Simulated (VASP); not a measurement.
Input of a VASP 6.6.1 run:

INCAR

```
SYSTEM = Co4F
PREC     = Accurate       ! precision mode
ENCUT    = 600            ! plane-wave cutoff, eV
EDIFF    = 1E-7           ! SCF threshold, eV
ISMEAR   = 0              ! smearing method
SIGMA    = 0.1            ! smearing width, eV
LREAL    = .FALSE.        ! projectors in reciprocal space
LASPH    = .TRUE.         ! aspherical terms in the spheres
NELM     = 150            ! most SCF steps
ALGO     = Normal         ! electronic algorithm
ISIF     = 3              ! what is computed and relaxed
LWAVE    = .FALSE.        ! write WAVECAR
LCHARG   = .FALSE.        ! write CHGCAR
ISPIN    = 2              ! spin polarisation
MAGMOM   = 3 3 3 3 0      ! initial moments
LORBIT   = 11             ! projections on sites
LMAXMIX  = 4              ! l up to which the mixer works
GGA      = PE             ! functional
IBRION   = 2              ! ionic algorithm
NSW      = 90             ! ionic steps
EDIFFG   = -0.04          ! ionic threshold
```

KPOINTS

```
regular mesh
0
G
  6 6 6
  0 0 0
```

File POSCAR:

```
Co4F
1.0
   -2.3386413100      2.3386413100      2.3386413100
    2.3386413100     -2.3386413100      2.3386413100
    2.3386413100      2.3386413100     -2.3386413100
Co F
4 1
Direct
    0.0000000000      0.0000000000      0.5000000000
    0.5000000000      0.0000000000      0.0000000000
    0.5000000000      0.5000000000      0.5000000000
    0.0000000000      0.5000000000      0.0000000000
    0.0000000000      0.0000000000      0.0000000000
```

Potentials or basis: VASP PAW PBE potentials, release 64 (Co, F).

Command:

```bash
$ cat potpaw_PBE.64/Co/POTCAR potpaw_PBE.64/F/POTCAR > POTCAR
$ mpirun -np 1 vasp_std > vasp.out
```

Question: Estimate the net moment.

Answer: 8.14 μB per cell.

Question: Estimate the relaxed cell.

Answer: a = 4.385 Å, b = 4.385 Å, c = 4.385 Å, α = 109.47°, β = 109.47°, γ = 109.47°.

Question: Estimate the relaxed volume.

Answer: 12.98 Å³/atom.

Final structure:
```
Co F
1.0
    -2.53154    2.53154    2.53154
     2.53154   -2.53154    2.53154
     2.53154    2.53154   -2.53154
Co F
4 1
Direct
  0.00000 0.00000 0.50000
  0.50000 0.00000 0.00000
  0.50000 0.50000 0.50000
  0.00000 0.50000 0.00000
  0.00000 0.00000 0.00000
```

Caveat: the volume moved by over 15 % at a fixed basis, so the end points are rough.
